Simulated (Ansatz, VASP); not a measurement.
MgPtS3 in VASP and in Ansatz

```
Mg Pt S
1.0
     3.86692    0.00000    0.24625
     0.00000    4.54822    0.00000
    -0.79930    0.00000    6.68493
Mg Pt S
1 1 3
Direct
  0.02877 0.00000 0.85279
  0.51965 0.50000 0.91674
  0.50898 0.23062 0.58873
  0.50898 0.76938 0.58873
  0.03805 0.50000 0.08977
```

Alike in both runs: functional PBE; k mesh 3 × 3 × 2; occupations gaussian, width 0.15 eV; no spin polarisation.

Ansatz relaxed the structure, and its values are those at the end. VASP's run is a single point on that final structure, the one shown.

|  | VASP | Ansatz |
| --- | --- | --- |
| version | VASP 6.6.1 | Ansatz 0.2.0 |
| potentials or method | VASP PAW PBE potentials, release 64 (Mg, Pt, S), cutoff 600 eV | scalar-relativistic, plane waves, PAW |
| valence electrons in the cell | 30 | 46 |

```tsv
	VASP	Ansatz	Ansatz less VASP
gap on the k mesh at the Fermi level (eV)	none	none	-
pressure (GPa)	-0.1	0.2	+0.25
rms of the force components (eV/Å)	0.053	0.022	-0.0309
```

A gap of «none» marks a metal or a gap that the smearing closes. VASP's potentials hold 30 valence electrons a cell and Ansatz's 46, so a difference there can come from the potentials and not from the codes.

The k mesh is coarse, so the values compare programs but aren't converged. Neither program's run includes spin-orbit coupling.
